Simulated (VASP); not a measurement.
A run of VASP 6.6.1:

File INCAR:

```
ALGO = Normal
EDIFF = 1E-6
ENCUT = 520
GGA = PE
ISIF = 2
ISMEAR = -1
LASPH = T
LCHARG = T
LELF = T
LREAL = F
LVHAR = T
LWAVE = F
NBANDS = 22
NELM = 100
PREC = Accurate
SIGMA = 0.13605693000000002
```

KPOINTS

```
k-points
0
Gamma
  8 8 8
```

File POSCAR:

```
Rh
1.0
    0.0000000000      2.7583109458      2.7583109458
    2.7583109458      0.0000000000      2.7583109458
    2.7583109458      2.7583109458      0.0000000000
Rh
2
Direct
    0.0000000000      0.0000000000      0.0000000000
    0.2500000000      0.2500000000      0.2500000000
```

Potentials or basis: VASP PAW PBE potentials, release 64 (Rh_pv).

The run is started by

```console
$ cat potpaw_PBE.64/Rh_pv/POTCAR > POTCAR
$ mpirun -np 1 vasp_std > vasp.out
```

Hardware: 1 thread of Intel(R) Xeon(R) Platinum 8488C (Sapphire Rapids), on a shared host.

Question: How long does it take, and how much memory?

Answer: Wall time 25 s on 1 thread of Intel(R) Xeon(R) Platinum 8488C (Sapphire Rapids), with other jobs on the host, peak memory 0.17 GiB. Counts: scf iterations 11, k points 29.
